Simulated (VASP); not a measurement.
Rb: single point with PBEsol

The system is Rb.

```
Rb
1.0
    -2.86212    2.80600    2.80600
     2.86212   -2.80600    2.80600
     2.86212    2.80600   -2.80600
Rb
1
Direct
  0.00000 0.00000 0.00000
```

This cell differs from its parent crystal: strain +0.0200 x Voigt [1, 0, 0, 0, 0, 0].

```json
{
  "Program": "VASP 6.6.1",
  "Task": "single point",
  "Functional": "PBEsol",
  "Potentials or basis": "VASP PAW PBE potentials, release 64 (Rb_sv)",
  "Cutoff": "520 eV",
  "k mesh": "12 × 12 × 12",
  "Occupations": "gaussian, width 0.15 eV",
  "Spin": "no spin polarisation",
  "Dipole correction": "no",
  "Further INCAR settings": "ALGO = Fast; EDIFF = 1e-07; NBANDS = 10"
}
```

| Property | Result |
| --- | --- |
| Pressure | -0.1 GPa |

Levels at points of the mesh, in eV from the Fermi level:
| k point | band 1 | band 2 | band 3 | band 4 | band 5 | band 6 | band 7 | band 8 | band 9 | band 10 |
| --- | --- | --- | --- | --- | --- | --- | --- | --- | --- | --- |
| (0.00, 0.00, 0.00) | -28.85 | -12.89 | -12.89 | -12.89 | -1.98 | 3.66 | 3.66 | 3.76 | 4.58 | 4.72 |
| (0.50, 0.00, 0.00) | -28.84 | -12.99 | -12.93 | -12.89 | 0.27 | 0.82 | 2.52 | 4.33 | 5.14 | 5.33 |
| (0.00, 0.50, 0.00) | -28.84 | -12.99 | -12.92 | -12.89 | 0.23 | 0.78 | 2.63 | 4.26 | 5.23 | 5.25 |
| (0.50, 0.50, 0.50) | -28.84 | -12.97 | -12.96 | -12.96 | 1.24 | 1.29 | 3.14 | 3.34 | 3.34 | 4.86 |

Run time: 110 s on 1 thread of Intel(R) Xeon(R) Platinum 8488C (Sapphire Rapids), on a shared host, peak memory 0.29 GiB.

Caveat: the cell differs from its parent crystal (strain +0.0200 x Voigt [1, 0, 0, 0, 0, 0]); the PAW data sets were made with another functional, which shifts forces and pressure a little.
